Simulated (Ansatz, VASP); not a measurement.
## Zn3Bi2: VASP beside Ansatz

File INCAR:

```
PREC = Accurate
ENCUT = 520
EDIFF = 1E-7
ISMEAR = 0
SIGMA = 0.1
LREAL = F
LASPH = T
NELM = 60
ALGO = Normal
ISIF = 2
LWAVE = F
LCHARG = F
GGA = PE
NBANDS = 41
```

The input KPOINTS:

```
regular mesh
0
Gamma
  3 3 3
```

The input POSCAR:

```
Zn3Bi2
1.0
    3.7145330700      2.1445866700      2.9592779500
   -3.7145330700      2.1445866700      2.9592779500
    0.0000000000     -4.2891733400      2.9592779500
Zn Bi
3 2
Direct
    0.0000000000      0.5000000000      0.0000000000
    0.0000000000      0.0000000000      0.5000000000
    0.5000000000      0.0000000000      0.0000000000
    0.8187567600      0.8187567600      0.8187567600
    0.1812432400      0.1812432400      0.1812432400
```

Input for Ansatz:

```yaml
crystal:
  lattice:
    - [3.71453307, 2.14458667, 2.95927795]
    - [-3.71453307, 2.14458667, 2.95927795]
    - [0.0, -4.28917334, 2.95927795]
  atoms:
    - { symbol: Zn, position: [0.0, 0.5, 0.0] }
    - { symbol: Zn, position: [0.0, 0.0, 0.5] }
    - { symbol: Zn, position: [0.5, 0.0, 0.0] }
    - { symbol: Bi, position: [0.81875676, 0.81875676, 0.81875676] }
    - { symbol: Bi, position: [0.18124324, 0.18124324, 0.18124324] }
basis:
  ecutwfc: 420
kpoints:
  mp_grid: { grid: [3, 3, 3] }
hamiltonian:
  xc: pbe
scf:
  occupations: { method: gaussian, width: 0.1 }
  lower_state_search: "off"
output:
  forces: true
  stress: true
  eigenvalues: true
```

Change from the starting cell: species swapped into the Br2Cl3 type (R-3m, No. 166).

Alike in both runs: task single point; functional PBE; k mesh 3 × 3 × 3; occupations gaussian, width 0.1 eV; no spin polarisation.

|  | VASP | Ansatz |
| --- | --- | --- |
| version | VASP 6.6.1 | Ansatz 0.2.0 |
| potentials or method | VASP PAW PBE potentials, release 64 (Zn, Bi_d), cutoff 520 eV | scalar-relativistic, plane waves, PAW |
| valence electrons in the cell | 66 | 66 |

```csv
,VASP,Ansatz,Ansatz less VASP
gap on the k mesh at the Fermi level (eV),none,none,-
rms of the force components (eV/Å),1.213,1.206,-0.0065
```

Atom by atom the forces differ by 0.006 eV/Å (rms over components). A gap of «none» marks a metal or a gap that the smearing closes.

The k mesh is coarse, so the values compare programs but aren't converged. Spin-orbit coupling is off throughout.
